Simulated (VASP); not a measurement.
# CdF2: single point with LDA

The system is CdF2.

```
CELL_PARAMETERS angstrom
0.00000 2.64884 2.64884
2.64884 0.00000 2.64884
2.64884 2.64884 0.00000
ATOMIC_POSITIONS crystal
Cd 0.00000 0.00000 0.00000
F 0.75000 0.75000 0.75000
F 0.25000 0.25000 0.25000
```

| Property | Result |
| --- | --- |
| Program | VASP 6.6.1 |
| Task | single point |
| Functional | LDA |
| Potentials or basis | VASP PAW LDA potentials, release 64 (Cd, F) |
| Cutoff | 520 eV |
| k mesh | 9 × 9 × 9 |
| Occupations | fermi-dirac, width 0.05 eV |
| Spin | no spin polarisation |
| Dipole correction | no |
| Further INCAR settings | ALGO = Normal; EDIFF = 1e-06; NBANDS = 20 |

| Item | Value |
| --- | --- |
| Pressure | 1.3 GPa |
| Band gap on the k mesh | 3.00 eV (least direct gap 3.39 eV) |

Levels at points of the mesh, in eV from the valence-band top:
```csv
k point,band 9,band 10,band 11,band 12,band 13,band 14,band 15,band 16,band 17,band 18
"(0.00, 0.00, 0.00)",-1.12,-1.12,-0.38,-0.38,-0.38,3.00,12.56,12.56,12.56,17.60
```

It took 37 s on 1 thread of Intel Xeon 8259CL, on a shared host, peak memory 0.15 GiB.

Caveat: an odd mesh through Γ misses points on the zone boundary, where band edges can lie.
